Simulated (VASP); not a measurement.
Write the native input for VASP 6.6.1 that does the following.

| Property | Result |
| --- | --- |
| Task | single point |
| Functional | LDA |
| Potentials or basis | VASP PAW LDA potentials, release 64 (Rh_pv) |
| Cutoff | 520 eV |
| k mesh | 6 × 6 × 3 |
| Occupations | gaussian, width 0.1 eV |
| Spin | no spin polarisation |
| Dipole correction | no |
| Further INCAR settings | ALGO = Normal; EDIFF = 1e-06; NBANDS = 22 |

The structure of Rh lies in POSCAR:

```
Rh
1.0
    2.7309800000      0.0000000000      0.0000000000
   -1.3654900000      2.3651000000      0.0000000000
    0.0000000000      0.0000000000      4.4284900000
Rh
2
Direct
    0.6666666667      0.3333333333      0.7500000000
    0.3333333333      0.6666666667      0.2500000000
```

One way to write it, as run:

INCAR

```
SYSTEM = Rh
ALGO = Normal ; EDIFF = 1E-6
ENCUT = 520 ; GGA = CA
ISIF = 2 ; ISMEAR = 0
LASPH = .True. ; LCHARG = .True.
LELF = .True. ; LREAL = .False.
LVHAR = .True. ; LWAVE = .False.
NBANDS = 22 ; NELM = 60
PREC = Accurate ; SIGMA = 0.1
```

KPOINTS

```
k-points
0
Gamma
  6 6 3
  0 0 0
```

Potentials or basis: VASP PAW LDA potentials, release 64 (Rh_pv).

Launch:

```sh
$ cat potpaw_LDA.64/Rh_pv/POTCAR > POTCAR
$ mpirun -np 1 vasp_std > vasp.out
```

It gave:

| Quantity | Value |
| --- | --- |
| Pressure | -18.5 GPa |
| Band gap on the k mesh | zero (band 15 reaches 11.63 eV, above the bottom of band 16 at 9.36 eV) |

Caveat: the k points lie up to 0.47 Å⁻¹ apart.

Run time: 3.5 s on 1 thread of Intel(R) Xeon(R) 6975P-C (Granite Rapids) (shared host), peak memory 0.12 GiB.
